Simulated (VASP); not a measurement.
# C in VASP: further runs, part 2 of 2

VASP 6.6.1. Earlier steps stand in the parts before.

**3. Single point, PBEsol**

File INCAR:

```
SYSTEM = C
ALGO = Normal
EDIFF = 1E-6
ENCUT = 520
GGA = PS
ISIF = 2
ISMEAR = -1
LASPH = .TRUE.
LCHARG = .TRUE.
LELF = .TRUE.
LREAL = Auto
LVHAR = .TRUE.
LWAVE = .FALSE.
NBANDS = 51
NELM = 100
PREC = Accurate
SIGMA = 0.02
```

File KPOINTS:

```
k-points
0
G
  2 2 1
  0 0 0
```

File POSCAR:

```
C
1.0
    7.3980000000      0.0000000000      0.0000000000
   -3.6990000000      6.4068560000      0.0000000000
    0.0000000000      0.0000000000     12.0000000000
C
18
Direct
   -0.0033453138     -0.0009052802      0.0823166667
    0.2200726367      0.1072444893      0.0823250000
    0.0016928727      0.3417744991      0.0832083333
    0.2215044098      0.4402783518      0.0842416667
   -0.0022929983      0.6625402538      0.0863083333
    0.2207586992      0.7798520835      0.0830083333
    0.3366243586      0.0031216559      0.0831833333
    0.5580283210      0.1086492345      0.0823083333
    0.3337101374      0.3355467955      0.0832666667
    0.5563670140      0.4410119410      0.0843916667
    0.3366988163      0.6709375082      0.0849083333
    0.5522132563      0.7787438956      0.0818416667
    0.6647941235     -0.0025285413      0.0824166667
    0.8858328033      0.1119737981      0.0865250000
    0.6745789963      0.3375602636      0.0836916667
    0.8838982710      0.4407622085      0.0840333333
    0.6686380504      0.6702039191      0.0805333333
    0.8902532043      0.7732341729      0.0814833333
```

Potentials or basis: VASP PAW PBE potentials, release 64 (C).

On the command line:

```bash
cat potpaw_PBE.64/C/POTCAR > POTCAR
mpirun -np 1 vasp_std > vasp.out
```

OUTCAR:

```text
SYSTEM = C
   EDIFF = 1E-6
   ENCUT = 520
   GGA = PS
   ISIF = 2
   ISMEAR = -1
   LASPH = .TRUE.
   LREAL = Auto
   NELM = 100
   PREC = Accurate

 ion  position               nearest neighbor table
   1  0.997  0.999  0.082-   2 1.43  14 1.43  18 1.45
   2  0.220  0.107  0.082-   7 1.41   1 1.43   9 1.46
   3  0.002  0.342  0.083-  16 1.39   4 1.41  14 1.47
   4  0.222  0.440  0.084-   9 1.39   3 1.41  11 1.48
   5  0.998  0.663  0.086-  18 1.40  16 1.42   6 1.43
   6  0.221  0.780  0.083-   5 1.43   7 1.43  11 1.44
[... 10 lines left out ...]
  17  0.669  0.670  0.081-  18 1.42  12 1.44  10 1.47
  18  0.890  0.773  0.081-   5 1.40  17 1.42   1 1.45

  LATTYP: Found a hexagonal cell.
 ALAT       =     7.3980000000
 C/A-ratio  =     1.6220600162

  Lattice vectors:

 A1 = (   7.3980000000,   0.0000000000,   0.0000000000)
 A2 = (  -3.6990000000,   6.4068560000,   0.0000000000)
 A3 = (   0.0000000000,   0.0000000000,  12.0000000000)

Analysis of symmetry for initial positions (statically):
=====================================================================
 Subroutine PRICEL returns:
 Original cell was already a primitive cell.

 Routine SETGRP: Setting up the symmetry group for a
 hexagonal supercell.

 Subroutine GETGRP returns: Found  1 space group operations
 (whereof  1 operations were pure point group operations)
 out of a pool of 24 trial point group operations.

The static configuration has the point symmetry C_1 .

Analysis of symmetry for dynamics (positions and initial velocities):
=====================================================================
 Subroutine PRICEL returns:
 Original cell was already a primitive cell.

[... 136 lines left out ...]
   IMIX   =      4    mixing-type and parameters
     AMIX     =   0.40;   BMIX     =  1.00
     AMIX_MAG =   1.60;   BMIX_MAG =  1.00
  volume/ion in A,a.u.               =      31.60       213.24
  Fermi-wavevector in a.u.,A,eV,Ry     =   0.822001  1.553356  9.193253  0.675685
  Thomas-Fermi vector in A             =   1.933259
   LORBIT       =      0    0 simple, 1 ext, 2 COOP (PROOUT), +10 PAW based schemes
   GGA     = PS    functional components
   LHFCALC =     F    Hartree Fock is set to
   AEXX    =    0.0000 exact exchange contribution
   IVDW    =     0    specifies the selected vdW correction
   LEPSILON=     F    determine dielectric tensor
   LRPA    =     F    only Hartree local field effects (RPA)
 non-spin polarized calculation
  energy-cutoff  :      520.00
  volume of cell :      568.78
 maximum number of plane-waves:     15363
 NGX is ok and might be reduce to    56
   NGX = 27   NGY = 27   NGZ = 45

 number of electron      71.9999997 magnetization

 Free energy of the ion-electron system (eV)
  ---------------------------------------------------
  ext. energy  EPLUGINS =         0.00000000
  ---------------------------------------------------
  free energy    TOTEN  =      -172.54037365 eV

  energy without entropy =     -172.53778541  energy(sigma->0) =     -172.53907953

 E-fermi :  -1.8008     XC(G=0):  -3.5637

 val. band max:       -1.8714468581   @ k =   0.0000   0.0000   0.0000
 cond. band min:      -1.7302330863   @ k =   0.0000   0.0000   0.0000
 fundamental gap:      0.1412137718
 Fermi energy:        -1.8008429800

 k-point     1 :       0.0000    0.0000    0.0000
  band No.  band energies     occupation
      1     -21.3180      2.00000
      2     -19.0675      2.00000
      3     -18.8128      2.00000
      4     -18.7047      2.00000
      5     -18.6045      2.00000
      6     -18.5826      2.00000
[... 193 lines left out ...]
     47       4.2020      0.00000
     48       4.3420      0.00000
 [bands above 48 left out]

------------------------ aborting loop because EDIFF is reached ----------------------------------------

  FORCE on cell =-STRESS in cart. coord.  units (eV):
  Direction    XX          YY          ZZ          XY          YZ          ZX
  --------------------------------------------------------------------------------------
  -------------------------------------------------------------------------------------
  Total       -3.5751898      1.8630189     -0.1589627     -0.0973474      0.0965095      0.0192942
  in kB      -10.0709200      5.2479212     -0.4477806     -0.2742170      0.2718567      0.0543496
  external PRESSURE =      -1.7569265 kB  Pullay stress =       0.0000000 kB

 VOLUME and BASIS-vectors are now :
 -----------------------------------------------------------------------------
  energy-cutoff  :      520.00
  volume of cell :      568.78
      direct lattice vectors                 reciprocal lattice vectors
     7.398000000  0.000000000  0.000000000     0.135171668  0.078041398  0.000000000
    -3.699000000  6.406856000  0.000000000     0.000000000  0.156082796  0.000000000
     0.000000000  0.000000000 12.000000000     0.000000000  0.000000000  0.083333333

 POSITION                                       TOTAL-FORCE (eV/Angst)
 -----------------------------------------------------------------------------------
      3.67760      6.40106      0.98780         0.992579      0.461999      0.212628
      1.23140      0.68710      0.98790        -0.565273      1.141627      0.104315
     -1.25170      2.18970      0.99850         1.099097     -3.018720      0.348039
      0.01010      2.82080      1.01090        -0.970265      2.405099     -0.060617
      4.93030      4.24480      1.03570         0.510050      1.560321     -0.584889
     -1.25150      4.99640      0.99610         0.937823     -1.283034      0.463074
[... 10 lines left out ...]
      2.46750      4.29390      0.96640        -0.030996     -1.357103      0.350311
      3.72590      4.95400      0.97780        -1.914478      0.864467      0.200881
 -----------------------------------------------------------------------------------
    total drift:                                0.028021      0.008186      0.022300

  FREE ENERGIE OF THE ION-ELECTRON SYSTEM (eV)
  ---------------------------------------------------
  free  energy   TOTEN  =      -172.5403736463 eV

  energy  without entropy=     -172.5377854117  energy(sigma->0) =     -172.53907953
```

Wall time 2.6 min (1 thread of Intel Xeon 6975P-C (Granite Rapids), shared host); peak memory 0.55 GiB.

What came out:

* Free energy: -172.5404 eV
* Largest force: 4.225 eV/Å

Forces on the atoms (eV/Å):
```
C    0.993  0.462  0.213
C   -0.565  1.142  0.104
C    1.099 -3.019  0.348
C   -0.970  2.405 -0.061
C    0.510  1.560 -0.585
C    0.938 -1.283  0.463
C   -0.452 -0.362 -0.245
C   -1.023  1.024  0.117
C    1.155 -1.582  0.115
C   -0.667  1.477 -0.308
C   -1.493 -1.296 -0.312
C    2.036 -0.984  0.013
C    0.241  1.575  0.220
C    0.925 -0.035 -0.740
C   -3.180 -2.782 -0.002
C    2.398  2.191  0.109
C   -0.031 -1.357  0.350
C   -1.914  0.864  0.201
```

Caveat: the k points lie up to 0.49 Å⁻¹ apart; there is no dipole correction, which matters where the two faces differ; the PAW data sets were made with another functional, which shifts forces and pressure a little.
